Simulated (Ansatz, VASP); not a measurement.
Two plane-wave programs on AlNi

File INCAR:

```
  PREC = Accurate
  ENCUT = 520
  EDIFF = 1E-6
  ISMEAR = 0
  SIGMA = 0.15
  LREAL = False
  LASPH = True
  NELM = 100
  ALGO = Fast
  ISIF = 2
  LWAVE = False
  LCHARG = False
  GGA = PS
  NBANDS = 28
  LUSENCCL = False
```

File KPOINTS:

```
regular mesh
0
Gamma
  20 20 7
```

File POSCAR:

```
AlNi
1.0
    0.0000000000     -2.8621655562      0.0000000000
    0.0000000000      0.0000000000     -2.8621655562
   14.5864966686      0.0000000000      0.0000000000
Al Ni
3 3
Direct
    1.0000000000      0.0000000000      0.1471553525
    1.0000000000      0.0000000000      0.3433755705
    1.0000000000      0.0000000000      0.5395957885
    0.5000000000      0.5000000000      0.0490452435
    0.5000000000      0.5000000000      0.2452654615
    0.5000000000      0.5000000000      0.4414856795
```

Input for Ansatz:

```yaml
crystal:
  lattice:
    - [0.0, -2.8621655562, 0.0]
    - [0.0, 0.0, -2.8621655562]
    - [14.5864966686, 0.0, 0.0]
  atoms:
    - { symbol: Al, position: [1.0, 0.0, 0.1471553525] }
    - { symbol: Al, position: [1.0, 0.0, 0.3433755705] }
    - { symbol: Al, position: [1.0, 0.0, 0.5395957885] }
    - { symbol: Ni, position: [0.5, 0.5, 0.0490452435] }
    - { symbol: Ni, position: [0.5, 0.5, 0.2452654615] }
    - { symbol: Ni, position: [0.5, 0.5, 0.4414856795] }
basis:
  ecutwfc: 420
kpoints:
  mp_grid: { grid: [20, 20, 7] }
hamiltonian:
  xc: pbesol
scf:
  occupations: { method: gaussian, width: 0.15 }
output:
  forces: true
  stress: true
  eigenvalues: true
```

Alike in both runs: task single point; functional PBEsol; k mesh 20 × 20 × 7; occupations gaussian, width 0.15 eV; no spin polarisation.

|  | VASP | Ansatz |
| --- | --- | --- |
| version | VASP 6.6.1 | Ansatz 0.2.0 |
| potentials or method | VASP PAW PBE potentials, release 64 (Al, Ni), cutoff 520 eV | scalar-relativistic, plane waves, PAW |
| valence electrons in the cell | 39 | 63 |

Ansatz gave:

* gap on the k mesh at the Fermi level (eV): none
* rms of the force components (eV/Å): 0.324

Which values does VASP return?

gap on the k mesh at the Fermi level (eV): none; rms of the force components (eV/Å): 0.319.

VASP's potentials were made for PBE, not for PBEsol. Atom by atom the forces differ by 0.005 eV/Å (rms over components). A gap of «none» marks a metal or a gap that the smearing closes. The functional is the same, so the differences come from potentials, cutoffs and numerics. VASP's potentials hold 39 valence electrons a cell and Ansatz's 63, so a difference there can come from the potentials and not from the codes.
